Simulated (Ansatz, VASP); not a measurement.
# Zn: VASP beside Ansatz

```xyz
1
Lattice="-1.5454 1.5301 1.5607 1.5454 -1.5301 1.5607 1.5454 1.5301 -1.5607" Properties=species:S:1:pos:R:3 pbc="T T T"
Zn    0.0000    0.0000    0.0000
```

Change from the starting cell: normal strain along x +0.0100, normal strain along z +0.0200.

Alike in both runs: task single point; functional PBEsol; k mesh 20 × 20 × 20; occupations gaussian, width 0.15 eV; no spin polarisation.

```csv
,VASP,Ansatz
version,VASP 6.6.1,Ansatz 0.2.0
potentials or method,"VASP PAW PBE potentials, release 64 (Zn), cutoff 520 eV","scalar-relativistic, plane waves, PAW"
valence electrons in the cell,12,12
```

|  | VASP | Ansatz | Ansatz less VASP |
| --- | --- | --- | --- |
| gap on the k mesh at the Fermi level (eV) | none | none | - |
| pressure (GPa) | -2.0 | -2.5 | -0.42 |
| traceless stress, the component that is largest in VASP (GPa) | 0.49 | 0.50 | +0.010 |

VASP's potentials were made for PBE, not for PBEsol. A gap of «none» marks a metal or a gap that the smearing closes.
